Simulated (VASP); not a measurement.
# Mg17O16 (a cell with a defect) in VASP: single point with PBE

Aim: the single point of Mg17O16 (a cell with a defect) with PBE.

Everything below comes from runs of VASP 6.6.1. Logs are shortened: lines on timing, memory, paths and dates and some standing lists are left out, and cuts for length are marked.

## (1) The cell of the first run

The cell holds a defect, 33 atoms: a = 7.367 Å, b = 7.367 Å, c = 7.367 Å, α = 109.47°, β = 109.47°, γ = 109.47°.

## (2) Single point, PBE (with an interstitial atom, then relaxed in part)

File INCAR:

```
SYSTEM = Mg17O16
ALGO = Normal ; EDIFF = 1E-7
ENCUT = 520 ; GGA = PE
ISIF = 2 ; ISMEAR = 0
LASPH = .TRUE. ; LCHARG = .FALSE.
LREAL = Auto ; LWAVE = .FALSE.
NBANDS = 87 ; NELM = 60
PREC = Accurate ; SIGMA = 0.01
```

File KPOINTS:

```
Automatic mesh
0
Gamma
  2 2 2
  0.5 0.5 0.5
```

File POSCAR:

```
Mg17O16
1.0
   -4.2535896556      4.2535896556     -4.2535896556
    4.2535896556      4.2535896556      4.2535896556
    4.2535896556     -4.2535896556     -4.2535896556
Mg O
17 16
Direct
    0.2676138219      0.7389026761     -0.0011798727
   -0.0005755605     -0.1161939388     -0.0156672500
    0.5020813914      0.7601922196      0.7539312492
    0.7057890189      0.2549203634     -0.0064383971
    0.2358734417      0.0085908667      0.7579127383
    0.5080867400      0.5147849322      0.0042415658
   -0.0006414288      0.2682852549      0.6995723929
    0.7628869069      0.7720092313      0.5213756460
    0.4907430841      0.0059992316      0.4957190808
    0.7310238838      0.4706720796      0.7304759354
   -0.0006092408      0.7467480458      0.2654847275
    0.2494827782      0.2528685987      0.4909467138
   -0.0006716376      0.5029508885      0.4867248646
    0.7490241330      0.0027264379      0.2408785979
    0.4964252193      0.2574850933      0.2510641487
    0.2930756596      0.5486853247      0.2872266547
   -0.0003507351      0.1883268401     -0.0200637527
    0.2628095725      0.5064836875      0.7447955089
   -0.0006812496      0.6909736994      0.7414288617
    0.5070792182      0.5104249202      0.5090134501
    0.7023793745      0.0148075716      0.7396722638
    0.2453928071      0.7557475350      0.5031481032
    0.4849741281      0.2550473558      0.7450556913
   -0.0006662899      0.0077540675      0.4889707962
    0.7533393108      0.5097468916      0.2570476394
    0.5137542364      0.7694470566      0.2594488179
    0.7357316685      0.2429109411      0.4813471023
   -0.0006763965      0.4812389344     -0.0008033192
    0.2533663296     -0.0098030140      0.2573269230
   -0.0008259780      0.2643005318      0.2580550884
    0.7453068518      0.7364652900      0.0031980057
    0.4914999414      0.0026448923      0.0012412985
    0.2965836164      0.3122008248      0.0366411235
```

Potentials or basis: VASP PAW PBE potentials, release 64 (Mg, O).

The run is started by

```
$ cat potpaw_PBE.64/Mg/POTCAR potpaw_PBE.64/O/POTCAR > POTCAR
$ mpirun -np 1 vasp_std > vasp.out
```

OUTCAR:

```text
SYSTEM = Mg17O16
   EDIFF = 1E-7
   ENCUT = 520
   GGA = PE
   ISIF = 2
   ISMEAR = 0
   LASPH = .TRUE.
   LREAL = Auto
   NELM = 60
   PREC = Accurate

 ion  position               nearest neighbor table
   1  0.268  0.739  0.999-  26 2.04  18 2.05  19 2.05  32 2.08  29 2.23  28 2.24   2 2.53   6 2.80
                             7 2.87   3 2.89  16 2.90  14 2.90   9 3.00  13 3.09   5 3.09  15 3.13
   2  0.999  0.884  0.984-  19 1.88  31 1.90  29 1.90  17 2.25   1 2.53  10 2.53  11 2.59   5 2.92
                             8 2.93  15 3.12   3 3.12  12 3.17  14 3.17
   3  0.502  0.760  0.754-  21 2.02  18 2.06  20 2.13  32 2.13  22 2.14  31 2.20  16 2.81   1 2.89
                            14 2.93   8 2.97   6 2.98   4 2.99  13 3.03   9 3.03  12 3.05   5 3.10
   4  0.706  0.255  0.994-  23 2.00  25 2.02  32 2.03  21 2.09  28 2.22  30 2.34  17 2.40   6 2.76
                            15 2.82   5 2.83  10 2.90  11 2.98  13 2.99   3 2.99   9 3.01  14 3.02
   5  0.236  0.009  0.758-  32 2.15  24 2.16  23 2.16  22 2.20  33 2.25  19 2.34   4 2.83   8 2.85
                             2 2.92  11 2.97  15 2.97   7 3.03  13 3.05   6 3.05  17 3.07  12 3.08
   6  0.508  0.515  0.004-  33 1.91  31 1.96  23 2.11  18 2.11  25 2.14  26 2.14   4 2.76   1 2.80
                            14 2.94  11 2.96   3 2.98  10 3.00  16 3.01  15 3.03   5 3.05   7 3.09
   7  0.999  0.268  0.700-  18 1.97  27 1.97  24 2.03  28 2.24  17 2.33  33 2.54  21 2.54  13 2.69
                            14 2.77  12 2.77   1 2.87  10 2.87   5 3.03   8 3.03   9 3.08   6 3.09
   8  0.763  0.772  0.521-  20 2.15  24 2.16  26 2.16  25 2.20  21 2.25  19 2.34  16 2.83   5 2.85
                             2 2.93  11 2.97   3 2.97   7 3.03  13 3.05   9 3.05  17 3.08  14 3.08
   9  0.491  0.006  0.496-  21 1.91  29 1.96  27 2.11  26 2.11  22 2.14  23 2.14  16 2.76  10 2.80
                            12 2.94  11 2.96  15 2.98   1 3.00   4 3.01   3 3.03   8 3.05   7 3.08
  10  0.731  0.471  0.730-  23 2.04  27 2.05  19 2.05  20 2.08  31 2.23  28 2.24   2 2.53   9 2.80
                             7 2.87  15 2.89   4 2.90  12 2.90   6 3.00  13 3.09   8 3.09   3 3.13
  11  0.999  0.747  0.265-  25 2.02  22 2.02  24 2.07  29 2.15  31 2.15  28 2.26   2 2.59  13 2.80
[... 8 lines left out ...]
                            12 2.93   5 2.97   9 2.98  16 2.99  13 3.03   6 3.03  14 3.05   8 3.10
  16  0.293  0.549  0.287-  26 2.00  22 2.02  20 2.03  33 2.09  28 2.23  30 2.34  17 2.40   9 2.76
                             3 2.81   8 2.83   1 2.90  11 2.98  13 2.99  15 2.99   6 3.01  12 3.02
  17  1.000  0.188  0.980-  33 1.90  21 1.90  30 1.94  28 2.12   2 2.25   7 2.33  16 2.40   4 2.40
                             5 3.07   8 3.08  15 3.29   3 3.30  12 3.38  14 3.38   6 3.62   9 3.62
  18  0.263  0.506  0.745-   7 1.97   1 2.05   3 2.06  12 2.10   6 2.11  13 2.20
  19  0.999  0.691  0.741-   2 1.88  13 1.93  10 2.05   1 2.05   8 2.34   5 2.34
  20  0.507  0.510  0.509-  16 2.03  10 2.08  12 2.12   3 2.13  15 2.13   8 2.15
  21  0.702  0.015  0.740-  17 1.90   9 1.91   3 2.02   4 2.09   8 2.25   7 2.54
  22  0.245  0.756  0.503-  11 2.02  16 2.02  13 2.05   3 2.14   9 2.14   5 2.20
  23  0.485  0.255  0.745-   4 2.00  10 2.04  12 2.08   6 2.11   9 2.14   5 2.16
  24  0.999  0.008  0.489-   7 2.03  11 2.07  12 2.10  14 2.10   8 2.16   5 2.16
  25  0.753  0.510  0.257-  11 2.02   4 2.02  13 2.05   6 2.14  15 2.14   8 2.20
  26  0.514  0.769  0.259-  16 2.00   1 2.04  14 2.08   9 2.11   6 2.14   8 2.16
  27  0.736  0.243  0.481-   7 1.97  10 2.05  15 2.06  14 2.10   9 2.11  13 2.20
  28  0.999  0.481  0.999-  17 2.12   4 2.22  16 2.23   1 2.24  10 2.24   7 2.24  11 2.26
  29  0.253  0.990  0.257-   2 1.90   9 1.96  12 2.13  11 2.15  15 2.20   1 2.23
[... 208 lines left out ...]
   AEXX    =    0.0000 exact exchange contribution
   IVDW    =     0    specifies the selected vdW correction
   LEPSILON=     F    determine dielectric tensor
   LRPA    =     F    only Hartree local field effects (RPA)
 non-spin polarized calculation
 Gauss-broadening in eV      SIGMA  =   0.01
  energy-cutoff  :      520.00
  volume of cell :      307.84
 maximum number of plane-waves:      8280
 NGX is ok and might be reduce to    54
   NGX = 27   NGY = 27   NGZ = 27

 number of electron     130.0000008 magnetization

 Free energy of the ion-electron system (eV)
  ---------------------------------------------------
  ext. energy  EPLUGINS =         0.00000000
  ---------------------------------------------------
  free energy    TOTEN  =      -181.70183013 eV

  energy without entropy =     -181.70183013  energy(sigma->0) =     -181.70183013

 E-fermi :   7.8410     XC(G=0): -11.1113

 val. band max:        7.7948679853   @ k =   0.2500   0.2500   0.2500
 cond. band min:       9.3511832895   @ k =   0.2500  -0.2500   0.2500
 fundamental gap:      1.5563153042
 Fermi energy:         7.8409880898

 k-point     1 :       0.2500    0.2500    0.2500
  band No.  band energies     occupation
      1     -13.5564      2.00000
      2     -13.5073      2.00000
      3     -13.4965      2.00000
      4     -13.3043      2.00000
      5     -12.8508      2.00000
      6     -12.8019      2.00000
[... 309 lines left out ...]
     76      12.6590      0.00000
     77      12.8100      0.00000
 [bands above 77 left out]

------------------------ aborting loop because EDIFF is reached ----------------------------------------

  FORCE on cell =-STRESS in cart. coord.  units (eV):
  Direction    XX          YY          ZZ          XY          YZ          ZX
  --------------------------------------------------------------------------------------
  -------------------------------------------------------------------------------------
  Total       27.6234741     34.2699759     34.1697985      3.7139256      1.9138444      3.6961850
  in kB      143.7679617    178.3600631    177.8386837     19.3293399      9.9607132     19.2370077
  external PRESSURE =     166.6555695 kB  Pullay stress =       0.0000000 kB

 VOLUME and BASIS-vectors are now :
 -----------------------------------------------------------------------------
  energy-cutoff  :      520.00
  volume of cell :      307.84
      direct lattice vectors                 reciprocal lattice vectors
    -4.253589656  4.253589656 -4.253589656     0.000000000  0.117547775 -0.117547775
     4.253589656  4.253589656  4.253589656     0.117547775  0.117547775  0.000000000
     4.253589656 -4.253589656 -4.253589656     0.117547775  0.000000000 -0.117547775

 POSITION                                       TOTAL-FORCE (eV/Angst)
 -----------------------------------------------------------------------------------
      6.25324      0.03274     -2.24390        -0.008439      0.010781     -0.005461
      3.69515      3.82354     -4.67874         0.015998      0.007473      0.011430
      4.30481      2.16228     -2.10902        -0.001007     -0.009855      0.006462
      2.30839     -0.13974     -6.14401         0.019323     -0.009303      0.000231
      2.25708     -2.18400     -4.19062        -0.013872      0.010621     -0.002334
      0.04653      4.33283      0.01045        -0.003057      0.007263     -0.000030
[... 25 lines left out ...]
     -2.07411      2.09661     -2.08467        -0.006849      0.008206      0.000254
      0.22229      2.43366     -0.08943         0.000830     -0.013638      0.002780
 -----------------------------------------------------------------------------------
    total drift:                                0.004144      0.004781     -0.005319

  FREE ENERGIE OF THE ION-ELECTRON SYSTEM (eV)
  ---------------------------------------------------
  free  energy   TOTEN  =      -181.7018301265 eV

  energy  without entropy=     -181.7018301265  energy(sigma->0) =     -181.70183013
```

OSZICAR:

```text
N       E                     dE             d eps       ncg     rms          rms(c)
DAV:   1     0.726511744469E+03    0.72651E+03   -0.64082E+04   696   0.136E+03
DAV:   2    -0.151660543360E+03   -0.87817E+03   -0.85716E+03   867   0.295E+02
DAV:   3    -0.208139630621E+03   -0.56479E+02   -0.56196E+02   841   0.782E+01
DAV:   4    -0.208678543284E+03   -0.53891E+00   -0.53770E+00   840   0.839E+00
DAV:   5    -0.208684029882E+03   -0.54866E-02   -0.54822E-02   824   0.807E-01    0.297E+01
DAV:   6    -0.182082284708E+03    0.26602E+02   -0.11805E+02   816   0.348E+01    0.906E+00
DAV:   7    -0.181888743119E+03    0.19354E+00   -0.26978E+00   792   0.568E+00    0.558E+00
DAV:   8    -0.181711900799E+03    0.17684E+00   -0.52798E-01   816   0.363E+00    0.803E-01
DAV:   9    -0.181699787725E+03    0.12113E-01   -0.52821E-02   856   0.927E-01    0.303E-01
DAV:  10    -0.181701678733E+03   -0.18910E-02   -0.15003E-02   784   0.445E-01    0.183E-01
DAV:  11    -0.181701661084E+03    0.17648E-04   -0.16688E-03   888   0.224E-01    0.704E-02
DAV:  12    -0.181701822964E+03   -0.16188E-03   -0.48157E-04   760   0.900E-02    0.192E-02
DAV:  13    -0.181701830202E+03   -0.72383E-05   -0.48326E-05   848   0.312E-02    0.106E-02
DAV:  14    -0.181701830614E+03   -0.41152E-06   -0.25844E-05   816   0.198E-02    0.587E-03
DAV:  15    -0.181701830414E+03    0.19995E-06   -0.24107E-06   824   0.767E-03    0.436E-03
DAV:  16    -0.181701830162E+03    0.25125E-06   -0.13093E-06   824   0.565E-03    0.270E-03
DAV:  17    -0.181701830176E+03   -0.13307E-07   -0.11239E-06   760   0.384E-03    0.644E-04
DAV:  18    -0.181701830126E+03    0.49140E-07   -0.11005E-07   432   0.127E-03
   1 F= -.18170183E+03 E0= -.18170183E+03  d E =-.815912E-12
```

It took 8.1 min on 1 thread of Intel Xeon 8259CL, shared host; peak memory 0.44 GiB.

What came out:

| Quantity | Value |
| --- | --- |
| Free energy | -181.7018 eV |
| Pressure | 16.7 GPa |
| Largest force | 0.025 eV/Å |
| Band gap on the k mesh | 1.56 eV |

Forces in eV/Å, atoms in the order of the input:
```
Mg  -0.008  0.011 -0.005
Mg   0.016  0.007  0.011
Mg  -0.001 -0.010  0.006
Mg   0.019 -0.009  0.000
Mg  -0.014  0.011 -0.002
Mg  -0.003  0.007  0.000
Mg  -0.012  0.012  0.015
Mg  -0.012  0.000  0.011
Mg   0.003  0.005  0.007
Mg  -0.010 -0.009  0.008
Mg   0.006 -0.008 -0.006
Mg   0.011  0.002 -0.013
Mg   0.011 -0.008 -0.006
Mg   0.007 -0.006  0.005
Mg  -0.011  0.007 -0.022
Mg   0.022  0.000 -0.007
Mg  -0.005 -0.016  0.008
O    0.004  0.014 -0.003
O   -0.006 -0.002  0.005
O   -0.012  0.002  0.006
O    0.000  0.006 -0.009
O   -0.003  0.013 -0.008
O   -0.006  0.003 -0.006
O   -0.020  0.004  0.004
O    0.002 -0.008  0.012
O   -0.003 -0.006  0.000
O    0.007  0.003  0.014
O   -0.002 -0.002 -0.011
O    0.012 -0.005 -0.011
O    0.007  0.006  0.001
O    0.006 -0.020 -0.008
O   -0.007  0.008  0.000
O    0.001 -0.014  0.003
```

Stress tensor (GPa, compression positive):
```
14.38  1.93  1.92
 1.93 17.84  1.00
 1.92  1.00 17.78
```

Caveat: the cell differs from its parent crystal (with an interstitial atom, then relaxed in part).
